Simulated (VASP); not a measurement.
A run of VASP 6.6.1 is set up as follows.

The input INCAR:

```
SYSTEM = CuI
PREC     = Accurate       ! precision mode
ENCUT    = 520            ! plane-wave cutoff, eV
EDIFF    = 1E-7           ! SCF threshold, eV
ISMEAR   = 0              ! smearing method
SIGMA    = 0.01           ! smearing width, eV
LREAL    = .FALSE.        ! projectors in reciprocal space
LASPH    = .TRUE.         ! aspherical terms in the spheres
NELM     = 80             ! most SCF steps
ALGO     = Normal         ! electronic algorithm
ISIF     = 2              ! what is computed and relaxed
LWAVE    = .FALSE.        ! write WAVECAR
LCHARG   = .FALSE.        ! write CHGCAR
GGA      = PS             ! functional
NBANDS   = 16             ! bands
```

Contents of KPOINTS:

```
regular mesh
0
G
  6 6 6
  0 0 0
```

POSCAR

```
CuI
1.0
    0.0000000000      2.7905733616      2.7905733616
    2.7905733616      0.0000000000      2.7905733616
    2.7905733616      2.7905733616      0.0000000000
Cu I
1 1
Direct
    0.7500000000      0.7500000000      0.7500000000
    0.0000000000      0.0000000000      0.0000000000
```

Potentials or basis: VASP PAW PBE potentials, release 64 (Cu, I).

Command:

```sh
$ cat potpaw_PBE.64/Cu/POTCAR potpaw_PBE.64/I/POTCAR > POTCAR
$ mpirun -np 1 vasp_std > vasp.out
```

**Question.** Predict the pressure.

**Answer.** 15.1 GPa.

**Question.** Estimate the band gap on the k mesh.

**Answer.** 1.81 eV.

Caveat: the cell stands under pressure; the PAW data sets were made with another functional, which shifts forces and pressure a little; spin-orbit coupling is left out, which moves the levels of the heavy elements. A k mesh can miss the band edges.
